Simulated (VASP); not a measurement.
Input of a VASP 6.6.1 run:

Contents of INCAR:

```
SYSTEM = Bi2Te2O3
PREC = Accurate ; ENCUT = 520
EDIFF = 1E-6 ; ISMEAR = 0
SIGMA = 0.15 ; LREAL = .FALSE.
LASPH = .TRUE. ; NELM = 60
ALGO = Normal ; ISIF = 2
LWAVE = .FALSE. ; LCHARG = .FALSE.
GGA = PE ; NBANDS = 39
```

File KPOINTS:

```
Automatic mesh
0
G
  3 3 2
  0 0 0
```

The input POSCAR:

```
Bi2Te2O3
1.0
    7.1893116308      0.0000000000      0.0000000000
   -3.5946558154      6.2261265080      0.0000000000
    0.0000000000      0.0000000000      6.4735848907
Bi Te O
2 2 3
Direct
    0.3333333333      0.6666666667      0.0000000000
    0.6666666667      0.3333333333      0.0000000000
    0.3333333333      0.6666666667      0.5000000000
    0.6666666667      0.3333333333      0.5000000000
    0.5000000000      0.0000000000      0.0000000000
    0.0000000000      0.5000000000      0.0000000000
    0.5000000000      0.5000000000      0.0000000000
```

Potentials or basis: VASP PAW PBE potentials, release 64 (Bi_d, Te, O).

Command:

```bash
$ cat potpaw_PBE.64/Bi_d/POTCAR potpaw_PBE.64/Te/POTCAR potpaw_PBE.64/O/POTCAR > POTCAR
$ mpirun -np 1 vasp_std > vasp.out
```

Q: What does it give for the band gap on the k mesh?

A: Zero (bands 30 and 31 overlap by 0.75 eV).

Q: What does it give for the pressure?

A: 0.0 GPa.

Caveat: the k points lie up to 0.49 Å⁻¹ apart, too coarse for converged energies and pressures of a metal; spin-orbit coupling is left out, which moves the levels of the heavy elements.
